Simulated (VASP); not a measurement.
A run of VASP 6.6.1 is set up as follows.

Contents of INCAR:

```
SYSTEM = W
ALGO     = Fast           ! electronic algorithm
EDIFF    = 1E-6           ! SCF threshold, eV
ENCUT    = 520            ! plane-wave cutoff, eV
GGA      = PS             ! functional
GGA_COMPAT= .False.      
ISIF     = 2              ! what is computed and relaxed
ISMEAR   = 0              ! smearing method
LASPH    = .True.         ! aspherical terms in the spheres
LCHARG   = .True.         ! write CHGCAR
LMAXMIX  = 4              ! l up to which the mixer works
LORBIT   = 11             ! projections on sites
LORBMOM  = .True.       
LREAL    = .False.        ! projectors in reciprocal space
LSORBIT  = .True.         ! spin-orbit coupling
LVHAR    = .True.       
LWAVE    = .False.        ! write WAVECAR
MAGMOM   = 0 0 0 0 0 0 0 0 0 0 0 0 ! initial moments
NBANDS   = 70             ! bands
NELM     = 150            ! most SCF steps
PREC     = Accurate       ! precision mode
SIGMA    = 0.01           ! smearing width, eV
```

File KPOINTS:

```
k-points
0
Gamma
  8 5 5
  0 0 0
```

Contents of POSCAR:

```
W
1.0
    2.8096620000      0.0000000000      0.0000000000
    0.0000000000      4.8638700000      0.0000000000
    0.0000000000      0.0000000000      4.9236950000
W
4
Direct
    0.7931720000      0.9368430000      0.7500000000
    0.2068280000      0.4368430000      0.7500000000
    0.2068280000      0.0631570000      0.2500000000
    0.7931720000      0.5631570000      0.2500000000
```

Potentials or basis: VASP PAW PBE potentials, release 64 (W_sv).

Command:

```bash
$ cat potpaw_PBE.64/W_sv/POTCAR > POTCAR
$ mpirun -np 1 vasp_ncl > vasp.out
```

(1) Estimate the net moment.

(2) Estimate the largest force.

## Answers

(1) 0.00 μB per cell.

(2) 0.115 eV/Å.

Caveat: the cell stands under tension; the PAW data sets were made with another functional, which shifts forces and pressure a little.
